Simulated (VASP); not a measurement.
# SiC in VASP: notebook, part 2 of 2

VASP 6.6.1.

### 5 Relaxation of the atoms, PBEsol (z stretched by -0.5 %, x and y held)

INCAR reads:

```
  ALGO = Normal
  EDIFF = 1E-7
  EDIFFG = -0.002
  ENCUT = 520
  GGA = PS
  IBRION = 2
  ISIF = 2
  ISMEAR = 0
  LASPH = True
  LCHARG = False
  LREAL = False
  LWAVE = False
  NELM = 80
  NSW = 50
  PREC = Accurate
  SIGMA = 0.01
```

KPOINTS reads:

```
k-points
0
Gamma
  8 8 6
```

POSCAR reads:

```
SiC
1.0
    3.0757714184      0.0000000000      0.0000000000
   -1.5378857092      2.6636961846      0.0000000000
    0.0000000000      0.0000000000      5.0222993595
Si C
2 2
Direct
    0.3333333333      0.6666666667      0.0045933970
    0.6666666667      0.3333333333      0.5045933970
    0.3333333333      0.6666666667      0.3804066030
    0.6666666667      0.3333333333      0.8804066030
```

Potentials or basis: VASP PAW PBE potentials, release 64 (Si, C).

On the command line:

```bash
> cat potpaw_PBE.64/Si/POTCAR potpaw_PBE.64/C/POTCAR > POTCAR
> mpirun -np 1 vasp_std > vasp.out
```

OUTCAR:

```text
EDIFF = 1E-7
   EDIFFG = -0.002
   ENCUT = 520
   GGA = PS
   IBRION = 2
   ISIF = 2
   ISMEAR = 0
   LASPH = True
   LREAL = False
   NELM = 80
   NSW = 50
   PREC = Accurate

 ion  position               nearest neighbor table
   1  0.333  0.667  0.005-   4 1.88   4 1.88   4 1.88   3 1.89   2 3.08   2 3.08   2 3.08   2 3.08
                             2 3.08   2 3.08
   2  0.667  0.333  0.505-   3 1.88   3 1.88   3 1.88   4 1.89   1 3.08   1 3.08   1 3.08   1 3.08
                             1 3.08   1 3.08
   3  0.333  0.667  0.380-   2 1.88   2 1.88   2 1.88   1 1.89
   4  0.667  0.333  0.880-   1 1.88   1 1.88   1 1.88   2 1.89

  LATTYP: Found a hexagonal cell.
 ALAT       =     3.0757714184
 C/A-ratio  =     1.6328584528

  Lattice vectors:

 A1 = (   3.0757714184,   0.0000000000,   0.0000000000)
 A2 = (  -1.5378857092,   2.6636961846,   0.0000000000)
 A3 = (   0.0000000000,   0.0000000000,   5.0222993595)

Analysis of symmetry for initial positions (statically):
=====================================================================
 Subroutine PRICEL returns:
 Original cell was already a primitive cell.

 Routine SETGRP: Setting up the symmetry group for a
 hexagonal supercell.

 Subroutine GETGRP returns: Found 12 space group operations
 (whereof  6 operations were pure point group operations)
 out of a pool of 24 trial point group operations.

The static configuration has the point symmetry C_3v.
 The point group associated with its full space group is C_6v.

Analysis of symmetry for dynamics (positions and initial velocities):
=====================================================================
 Subroutine PRICEL returns:
 Original cell was already a primitive cell.

 Routine SETGRP: Setting up the symmetry group for a
 hexagonal supercell.

 Subroutine GETGRP returns: Found 12 space group operations
[... 148 lines left out ...]
--------------------------------------- Ionic step        1  -------------------------------------------

 number of electron      15.9999999 magnetization

 Free energy of the ion-electron system (eV)
  ---------------------------------------------------
  ext. energy  EPLUGINS =         0.00000000
  ---------------------------------------------------
  free energy    TOTEN  =       -31.81843120 eV

  energy without entropy =      -31.81843120  energy(sigma->0) =      -31.81843120

------------------------ aborting loop because EDIFF is reached ----------------------------------------

  FORCE on cell =-STRESS in cart. coord.  units (eV):
  Direction    XX          YY          ZZ          XY          YZ          ZX
  --------------------------------------------------------------------------------------
  -------------------------------------------------------------------------------------
  Total        0.1481419      0.1481419      0.8677974      0.0000000      0.0000000      0.0000000
  in kB        5.7682922      5.7682922     33.7899541      0.0000000      0.0000000      0.0000000
  external PRESSURE =      15.1088462 kB  Pullay stress =       0.0000000 kB
[... 63 lines left out ...]
--------------------------------------- Ionic step        3  -------------------------------------------

 number of electron      15.9999999 magnetization

 Free energy of the ion-electron system (eV)
  ---------------------------------------------------
  ext. energy  EPLUGINS =         0.00000000
  ---------------------------------------------------
  free energy    TOTEN  =       -31.81858421 eV

  energy without entropy =      -31.81858421  energy(sigma->0) =      -31.81858421

 E-fermi :   8.3545     XC(G=0): -11.5212

 val. band max:        8.2554463127   @ k =   0.0000   0.0000   0.0000
 cond. band min:      10.6577715353   @ k =   0.3750   0.2500   0.0000
 fundamental gap:      2.4023252226
 Fermi energy:         8.3544861314

 k-point     1 :       0.0000    0.0000    0.0000
  band No.  band energies     occupation
      1      -7.3636      2.00000
      2      -3.7018      2.00000
      3      -0.5073      2.00000
      4       6.9076      2.00000
      5       6.9076      2.00000
      6       8.1922      2.00000
      7       8.2554      2.00000
      8       8.2554      2.00000
      9      12.9713      0.00000
     10      14.5475      0.00000
     11      14.8508      0.00000
     12      14.8508      0.00000
[... 331 lines left out ...]
 k-point    24 :       0.3750    0.0000    0.3333
  band No.  band energies     occupation
      1      -4.5538      2.00000
      2      -3.2153      2.00000
      3       0.6288      2.00000
      4       1.9014      2.00000
      5       4.2160      2.00000
      6       5.5064      2.00000
      7       6.5044      2.00000
      8       6.5341      2.00000
      9      11.3100      0.00000
     10      12.1399      0.00000
     11      13.9570      0.00000
     12      15.5127      0.00000

 [... further k-points ...]

------------------------ aborting loop because EDIFF is reached ----------------------------------------

  FORCE on cell =-STRESS in cart. coord.  units (eV):
  Direction    XX          YY          ZZ          XY          YZ          ZX
  --------------------------------------------------------------------------------------
  -------------------------------------------------------------------------------------
  Total        0.1787253      0.1787253      0.8046221      0.0000000      0.0000000      0.0000000
  in kB        6.9591353      6.9591353     31.3300579      0.0000000      0.0000000      0.0000000
  external PRESSURE =      15.0827762 kB  Pullay stress =       0.0000000 kB
[... 19 lines left out ...]
  FREE ENERGIE OF THE ION-ELECTRON SYSTEM (eV)
  ---------------------------------------------------
  free  energy   TOTEN  =       -31.8185842080 eV

  energy  without entropy=      -31.8185842080  energy(sigma->0) =      -31.81858421

 reached required accuracy - stopping structural energy minimisation
```

CONTCAR:

```text
SiC
   1.00000000000000
     3.0757714184000000    0.0000000000000000    0.0000000000000000
    -1.5378857092000000    2.6636961846000000    0.0000000000000000
     0.0000000000000000    0.0000000000000000    5.0222993594999998
  Si              C
     2     2
Direct
     0.3333333332999970    0.6666666667000030    0.0043061603593349
     0.6666666667000030    0.3333333332999970    0.5043061603593348
     0.3333333332999970    0.6666666667000030    0.3806938396406631
     0.6666666667000030    0.3333333332999970    0.8806938396406632

  0.00000000E+00  0.00000000E+00  0.00000000E+00
  0.00000000E+00  0.00000000E+00  0.00000000E+00
  0.00000000E+00  0.00000000E+00  0.00000000E+00
  0.00000000E+00  0.00000000E+00  0.00000000E+00
```

Run time: 16 s. Hardware: 1 thread of Intel Xeon 6975P-C (Granite Rapids), shared host; peak memory 0.15 GiB.

What came out:

| Property | Result |
| --- | --- |
| Free energy | -31.8186 eV |
| Energy gained by relaxing | 0.0 meV/atom |
| Ionic steps | 3 |
| Pressure after relaxing | 1.5 GPa |
| Band gap on the k mesh | 2.40 eV, indirect (least direct gap 3.82 eV) |

Stress tensor (GPa, compression positive):
```
0.70 0.00 0.00
0.00 0.70 0.00
0.00 0.00 3.13
```

The path:
```
step  energy change (eV)  largest force (eV/Å)  pressure (GPa)
   1              0.0000                0.0532            1.51
   2             -0.0001                0.0409            1.51
   3             -0.0002                0.0002            1.51
```

Final structure:
```
CELL_PARAMETERS angstrom
3.07577 0.00000 0.00000
-1.53789 2.66370 0.00000
0.00000 0.00000 5.02230
ATOMIC_POSITIONS crystal
Si 0.33333 0.66667 0.00431
Si 0.66667 0.33333 0.50431
C 0.33333 0.66667 0.38069
C 0.66667 0.33333 0.88069
```

Levels at points of the mesh, in eV from the valence-band top:
```tsv
k point	band 4	band 5	band 6	band 7	band 8	band 9	band 10	band 11	band 12
(0.00, 0.00, 0.00)	-1.35	-1.35	-0.06	0.00	0.00	4.72	6.29	6.60	6.60
(0.50, 0.00, 0.00)	-6.29	-5.48	-3.37	-3.34	-1.19	2.63	4.18	6.85	7.07
(0.00, 0.00, 0.50)	-4.41	-0.73	-0.73	-0.73	-0.73	5.82	5.82	7.28	7.28
(0.50, 0.00, 0.50)	-8.33	-2.48	-2.48	-2.31	-2.31	3.21	3.21	5.21	5.21
```

Caveat: the cell differs from its parent crystal (z stretched by -0.5 %, x and y held); the PAW data sets were made with another functional, which shifts forces and pressure a little. A k mesh can miss the band edges.

### 6 Summary

```csv
task,cell,k mesh,cutoff (eV),smearing,gap on the mesh (eV),pressure (GPa)
single point,"a = 3.076, b = 3.069, c = 5.048 Å, angles 89.9, 89.7, 119.8°, 4 atoms",8 × 8 × 6,520,gaussian 0.01 eV,2.34,0.4
relaxation of cell and atoms,"relaxed from a = 3.076, b = 3.076, c = 5.048 Å, angles 90.0, 90.0, 120.0°, 4 atoms",14 × 14 × 8,600,fermi-dirac 0.1 eV,2.20,0.0
relaxation of the atoms,"atoms relaxed from a = 3.060, b = 3.060, c = 5.022 Å, angles 90.0, 90.0, 120.0°, 4 atoms",8 × 8 × 6,520,gaussian 0.01 eV,2.35,3.8
relaxation of the atoms,"atoms relaxed from a = 3.076, b = 3.076, c = 5.022 Å, angles 90.0, 90.0, 120.0°, 4 atoms",8 × 8 × 6,520,gaussian 0.01 eV,2.40,1.5
```

Alike in all rows: level PBEsol; potentials or basis VASP PAW PBE potentials, release 64 (Si, C); no spin polarisation.

Caveats: the PAW data sets were made with another functional, which shifts forces and pressure a little.

Total energies depend on the potentials used, so only differences within one code and one set of settings carry meaning.
